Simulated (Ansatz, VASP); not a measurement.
# One calculation of TiO2, two programs

```
Ti O
1.0
     4.64038    0.00000    0.00000
     0.00000    4.64038    0.00000
     0.00000    0.00000    3.00638
Ti O
2 4
Direct
  0.00000 0.00000 0.00000
  0.50000 0.50000 0.50000
  0.30565 0.30565 0.00000
  0.19435 0.80565 0.50000
  0.69435 0.69435 0.00000
  0.80565 0.19435 0.50000
```

Alike in both runs: task single point; functional PBE; k mesh 6 × 6 × 10; occupations gaussian, width 0.05 eV; no spin polarisation; Hubbard terms Ti d U = 4.0 eV.

```csv
,VASP,Ansatz
version,VASP 6.6.1,Ansatz 0.2.0
potentials or method,"VASP PAW PBE potentials, release 64 (Ti_sv, O), cutoff 520 eV","scalar-relativistic, plane waves, PAW"
valence electrons in the cell,48,48
```

```csv
,VASP,Ansatz,Ansatz less VASP
gap on the k mesh at the Fermi level (eV),2.31,2.26,-0.047
least direct gap on the mesh (eV),2.31,2.30,-0.011
pressure (GPa),4.0,0.0,-4.02
"traceless stress, the component that is largest in VASP (GPa)",0.45,-0.02,-0.473
rms of the force components (eV/Å),0.069,0.000,-0.0693
```

The programs project onto different local orbitals, so the same U acts differently, and such runs can settle in different states. Atom by atom the forces differ by 0.070 eV/Å (rms over components).
